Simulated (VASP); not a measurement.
Runs of VASP 6.6.1 on W. The structure is that of space group Pm-3m (No. 221), or close to it. The cells are those of the table. 

```csv
task,level,U,cell,cutoff (eV),k mesh for the DOS,occupations for the DOS,gap on the mesh (eV),pressure (GPa)
single point,LDA,-,"a = 2.449 Å, 1 atom",520,-,-,none,(a)
single point,LDA+U,W d U = 4.0 eV,"a = 2.595 Å, 1 atom",520,-,-,none,10.6
relaxation of cell and atoms,LDA,-,"relaxed from a = 2.553 Å, 1 atom",600,-,-,none,0.0
single point,LDA,-,"a = 2.189 Å, 1 atom",520,-,-,none,362.6
```

Alike in all rows: potentials or basis VASP PAW LDA potentials, release 64 (W_sv); no spin polarisation; k mesh 15 × 15 × 15; smearing fermi-dirac 0.08 eV.

Q: Fill in the values left out.

A: (a) 62.3.

Caveats: spin-orbit coupling is left out, which moves the levels of the heavy elements; U without spin polarisation on a metal has little footing (some runs); the U is typed as a test and isn't derived for this compound (some runs).

A k mesh can miss the band edges, and the runs leave out spin-orbit coupling on W.

A gap of «none» marks levels without a gap at the run's occupations.
